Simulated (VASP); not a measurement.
# WS2 in VASP: a series of runs, part 2 of 2

VASP 6.6.1.

**4. Single point, BLYP+D3(BJ)**

This run uses another cell than the first one, of 17.80 Å³/atom, 0.640 times its volume.

INCAR reads:

```
  AGGAC = 1.0
  AGGAX = 1.0
  ALDAC = 0.0
  ALDAX = 1.0
  ALGO = Normal
  EDIFF = 1E-7
  ENCUT = 520
  GGA = B5
  ISIF = 2
  ISMEAR = -1
  IVDW = 12
  LASPH = True
  LCHARG = True
  LELF = True
  LREAL = False
  LVHAR = True
  LWAVE = False
  NBANDS = 49
  NELM = 60
  PREC = Accurate
  SIGMA = 0.05
  VDW_A1 = 0.4298
  VDW_A2 = 4.2359
  VDW_S6 = 1.0
  VDW_S8 = 2.6996
```

KPOINTS reads:

```
k-points
0
Gamma
  10 10 1
```

POSCAR reads:

```
WS2
1.0
    3.1810259606      0.0000000000      0.0000000000
   -1.5905129803      2.7548492919      0.0000000000
    0.0000000000      0.0000000000     18.2853887227
W S
3 6
Direct
    0.6666666667      0.3333333333      0.3360635566
    0.6666666667      0.3333333333      0.9833880057
    0.0000000000      0.0000000000      0.6597264391
    0.6666666667      0.3333333333      0.5734772297
    0.0000000000      0.0000000000      0.2496782803
    0.0000000000      0.0000000000      0.8971021869
    0.6666666667      0.3333333333      0.7459755162
    0.0000000000      0.0000000000      0.4223495586
    0.0000000000      0.0000000000      1.0697732170
```

Potentials or basis: VASP PAW PBE potentials, release 64 (W_sv, S).

The run is started by

```
$ cat potpaw_PBE.64/W_sv/POTCAR potpaw_PBE.64/S/POTCAR > POTCAR
$ mpirun -np 1 vasp_std > vasp.out
```

OUTCAR:

```text
EDIFF = 1E-7
   ENCUT = 520
   GGA = B5
   ISIF = 2
   ISMEAR = -1
   IVDW = 12
   LASPH = True
   LREAL = False
   NELM = 60
   PREC = Accurate
 IVDW          = 12

 ion  position               nearest neighbor table
   1  0.667  0.333  0.336-   8 2.42   8 2.42   8 2.42   5 2.42   5 2.42   5 2.42
   2  0.667  0.333  0.983-   6 2.42   6 2.42   6 2.42   9 2.42   9 2.42   9 2.42
   3  0.000  0.000  0.660-   7 2.42   7 2.42   7 2.42   4 2.42   4 2.42   4 2.42
   4  0.667  0.333  0.573-   3 2.42   3 2.42   3 2.42
   5  0.000  0.000  0.250-   1 2.42   1 2.42   1 2.42
   6  0.000  0.000  0.897-   2 2.42   2 2.42   2 2.42
   7  0.667  0.333  0.746-   3 2.42   3 2.42   3 2.42
   8  0.000  0.000  0.422-   1 2.42   1 2.42   1 2.42
   9  0.000  0.000  0.070-   2 2.42   2 2.42   2 2.42

  LATTYP: Found a hexagonal cell.
 ALAT       =     3.1810259606
 C/A-ratio  =     5.7482676813

  Lattice vectors:

 A1 = (   3.1810259606,   0.0000000000,   0.0000000000)
 A2 = (  -1.5905129803,   2.7548492919,   0.0000000000)
 A3 = (   0.0000000000,   0.0000000000,  18.2853887227)

[... 185 lines left out ...]

 k-point     1 :       0.0000    0.0000    0.0000
  band No.  band energies     occupation
      1     -66.3809      2.00000
      2     -66.3796      2.00000
      3     -66.3793      2.00000
      4     -30.8738      2.00000
      5     -30.8722      2.00000
      6     -30.8700      2.00000
[... 717 lines left out ...]
     48      11.2532      0.00000
     49      12.4217      0.00000

------------------------ aborting loop because EDIFF is reached ----------------------------------------

 Edisp (eV)   -8.59097

 E8    (eV) :    -6.2051

  FORCE on cell =-STRESS in cart. coord.  units (eV):
  Direction    XX          YY          ZZ          XY          YZ          ZX
  --------------------------------------------------------------------------------------
  -------------------------------------------------------------------------------------
  Total       0.33561     0.33561     0.31029     0.00000    -0.00000     0.00000
  in kB       3.35564     3.35564     3.10249     0.00000    -0.00000     0.00000
  external pressure =        3.27 kB  Pullay stress =        0.00 kB

 VOLUME and BASIS-vectors are now :
 -----------------------------------------------------------------------------
  energy-cutoff  :      520.00
  volume of cell :      160.24
      direct lattice vectors                 reciprocal lattice vectors
     3.181025961  0.000000000  0.000000000     0.314363986  0.181498132  0.000000000
    -1.590512980  2.754849292  0.000000000     0.000000000  0.362996264  0.000000000
     0.000000000  0.000000000 18.285388723     0.000000000  0.000000000  0.054688474

 POSITION                                       TOTAL-FORCE (eV/Angst)
 -----------------------------------------------------------------------------------
      1.59051      0.91828      6.14505         0.000000     -0.000000     -0.000774
      1.59051      0.91828     17.98163         0.000000     -0.000000      0.000774
      0.00000      0.00000     12.06335         0.000000      0.000000     -0.000000
      1.59051      0.91828     10.48625        -0.000000     -0.000000     -0.039914
      0.00000      0.00000      4.56546         0.000000      0.000000     -0.040796
      0.00000      0.00000     16.40386        -0.000000      0.000000     -0.039765
      1.59051      0.91828     13.64045         0.000000     -0.000000      0.039914
      0.00000      0.00000      7.72283        -0.000000      0.000000      0.039765
      0.00000      0.00000      1.27583         0.000000      0.000000      0.040796
 -----------------------------------------------------------------------------------
    total drift:                               -0.000001      0.000000      0.055909

  FREE ENERGIE OF THE ION-ELECTRON SYSTEM (eV)
  ---------------------------------------------------
  free  energy   TOTEN  =       -70.7867320413 eV

  energy  without entropy=      -70.7867284918  energy(sigma->0) =      -70.78673027
```

Wall time 2.7 min (1 thread of Intel Xeon 6975P-C, shared host); peak memory 0.31 GiB.

Results:

```yaml
Free_energy: -70.7867 eV
Pressure: 0.3 GPa
Largest_force: 0.041 eV/Å
Band_gap_on_the_k_mesh: 1.00 eV, indirect (least direct gap 2.10 eV)
Dispersion_energy_per_atom: -0.955 eV
```

Forces on the atoms (eV/Å):
```
W    0.000  0.000 -0.001
W    0.000  0.000  0.001
W    0.000  0.000  0.000
S    0.000  0.000 -0.040
S    0.000  0.000 -0.041
S    0.000  0.000 -0.040
S    0.000  0.000  0.040
S    0.000  0.000  0.040
S    0.000  0.000  0.041
```

Caveat: the PAW data sets were made with another functional, which shifts forces and pressure a little; spin-orbit coupling is left out, which moves the levels of the heavy elements.

**5. Summary**

| level | cell | gap on the mesh (eV) | largest force (eV/Å) |
| --- | --- | --- | --- |
| revPBE | a = 3.183, b = 3.183, c = 28.532 Å, angles 90.0, 90.0, 120.0°, 9 atoms | 1.52 | 0.39 |
| BLYP | a = 3.183, b = 3.183, c = 28.532 Å, angles 90.0, 90.0, 120.0°, 9 atoms | 1.48 | 0.80 |
| BLYP+D3(BJ) | a = 3.181, b = 3.181, c = 18.285 Å, angles 90.0, 90.0, 120.0°, 9 atoms | 1.00 | 0.04 |

Alike in all rows: task single point; potentials or basis VASP PAW PBE potentials, release 64 (W_sv, S); no spin polarisation; k mesh 10 × 10 × 1; cutoff (eV) 520; smearing fermi-dirac 0.05 eV.

Caveats: the PAW data sets were made with another functional, which shifts forces and pressure a little; spin-orbit coupling is left out, which moves the levels of the heavy elements.

Total energies depend on the potentials used, so only differences within one code and one set of settings carry meaning.
